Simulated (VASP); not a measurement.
## SnO2: single point with r2SCAN

SnO2:

```xyz
6
Lattice="4.7592 0.0000 0.0000 0.0000 4.7592 0.0000 0.0000 0.0000 3.2013" Properties=species:S:1:pos:R:3 pbc="T T T"
Sn    2.3796    2.3796    1.6006
Sn    0.0000    0.0000    0.0000
O     0.9236    3.8356    1.6006
O     3.8356    0.9236    1.6006
O     1.4560    1.4560    0.0000
O     3.3032    3.3032    0.0000
```

* Program: VASP 6.6.1
* Task: single point
* Functional: r2SCAN
* Potentials or basis: VASP PAW PBE potentials, release 64 (Sn_d, O)
* Cutoff: 520 eV
* k mesh: 6 × 6 × 8
* Occupations: gaussian, width 0.02 eV
* Spin: no spin polarisation

```
Pressure               : 1.1 GPa
Largest force          : 0.032 eV/Å
Band gap on the k mesh : 1.80 eV
```

Forces on the atoms (eV/Å):
```
Sn   0.000  0.000  0.000
Sn   0.000  0.000  0.000
O    0.022 -0.022  0.000
O   -0.022  0.022  0.000
O   -0.022 -0.022  0.000
O    0.022  0.022  0.000
```

Stress tensor (GPa, compression positive):
```
0.97 0.00 0.00
0.00 0.97 0.00
0.00 0.00 1.42
```

Levels at points of the mesh, in eV from the valence-band top:
| k point | band 22 | band 23 | band 24 | band 25 | band 26 | band 27 | band 28 | band 29 | band 30 | band 31 |
| --- | --- | --- | --- | --- | --- | --- | --- | --- | --- | --- |
| (0.00, 0.00, 0.00) | -1.22 | -1.22 | -0.78 | -0.78 | 0.00 | 1.80 | 6.81 | 7.05 | 7.05 | 11.11 |
| (0.50, 0.00, 0.00) | -1.97 | -1.17 | -1.17 | -0.62 | -0.62 | 5.01 | 5.01 | 7.80 | 7.80 | 11.89 |
| (0.50, 0.50, 0.00) | -1.96 | -1.30 | -1.30 | -0.92 | -0.92 | 5.44 | 5.44 | 8.22 | 8.22 | 11.93 |
| (0.00, 0.00, 0.50) | -2.59 | -1.67 | -1.67 | -1.27 | -1.27 | 6.87 | 6.87 | 10.53 | 10.53 | 11.55 |
| (0.50, 0.00, 0.50) | -1.73 | -1.11 | -1.11 | -0.69 | -0.69 | 7.15 | 7.15 | 8.85 | 8.85 | 11.93 |
| (0.50, 0.50, 0.50) | -2.35 | -0.96 | -0.96 | -0.85 | -0.85 | 5.53 | 5.53 | 9.65 | 9.65 | 11.91 |

Wall time 8.2 min on 1 thread of Intel Xeon 8259CL, with other jobs on the host, peak memory 0.24 GiB.

Caveat: the PAW data sets were made with another functional, which shifts forces and pressure a little; spin-orbit coupling is left out, which moves the levels of the heavy elements.
